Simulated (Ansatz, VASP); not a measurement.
AlAu2 in VASP and in Ansatz

Contents of INCAR:

```
PREC = Accurate ; ENCUT = 520
EDIFF = 1E-6 ; ISMEAR = 0
SIGMA = 0.15 ; LREAL = F
LASPH = T ; NELM = 60
ALGO = Fast ; ISIF = 2
LWAVE = F ; LCHARG = F
NBANDS = 20
```

File KPOINTS:

```
regular mesh
0
Gamma
  16 16 16
```

Contents of POSCAR:

```
AlAu2
1.0
   -1.7019000000      1.7019000000      4.6750000000
    1.7019000000     -1.7019000000      4.6750000000
    1.7019000000      1.7019000000     -4.6750000000
Al Au
1 2
Direct
    0.0000000000      0.0000000000      0.0000000000
    0.6570428093      0.6570428093      0.0000000000
    0.3429571907      0.3429571907      0.0000000000
```

Input for Ansatz:

```yaml
crystal:
  lattice:
    - [-1.7019, 1.7019, 4.675]
    - [1.7019, -1.7019, 4.675]
    - [1.7019, 1.7019, -4.675]
  atoms:
    - { symbol: Al, position: [0.0, 0.0, 0.0] }
    - { symbol: Au, position: [0.6570428093, 0.6570428093, 0.0] }
    - { symbol: Au, position: [0.3429571907, 0.3429571907, 0.0] }
basis:
  ecutwfc: 420
kpoints:
  mp_grid: { grid: [16, 16, 16] }
hamiltonian:
  xc: lda
scf:
  occupations: { method: gaussian, width: 0.15 }
output:
  forces: true
  stress: true
  eigenvalues: true
  write_density: true
  write_potential: true
  elf: true
  volumetric_format: npy
```

Alike in both runs: task single point; functional LDA; k mesh 16 × 16 × 16; occupations gaussian, width 0.15 eV; no spin polarisation.

|  | VASP | Ansatz |
| --- | --- | --- |
| version | VASP 6.6.1 | Ansatz 0.2.0 |
| potentials or method | VASP PAW LDA potentials, release 64 (Al, Au), cutoff 520 eV | scalar-relativistic, plane waves, PAW |
| valence electrons in the cell | 25 | 41 |

Ansatz gave:

- gap on the k mesh at the Fermi level (eV): none
- pressure (GPa): -16.1
- traceless stress, the component that is largest in VASP (GPa): -3.19
- rms of the force components (eV/Å): 0.164

What did VASP give for the same quantities?

gap on the k mesh at the Fermi level (eV): none; pressure (GPa): -15.9; traceless stress, the component that is largest in VASP (GPa): -3.12; rms of the force components (eV/Å): 0.159.

LDA's correlation is that of Perdew and Zunger in VASP and of Perdew and Wang (1992) in Ansatz. Atom by atom the forces differ by 0.005 eV/Å (rms over components). A gap of «none» marks a metal or a gap that the smearing closes. VASP's potentials hold 25 valence electrons a cell and Ansatz's 41, so a difference there can come from the potentials and not from the codes.

Spin-orbit coupling is off throughout.
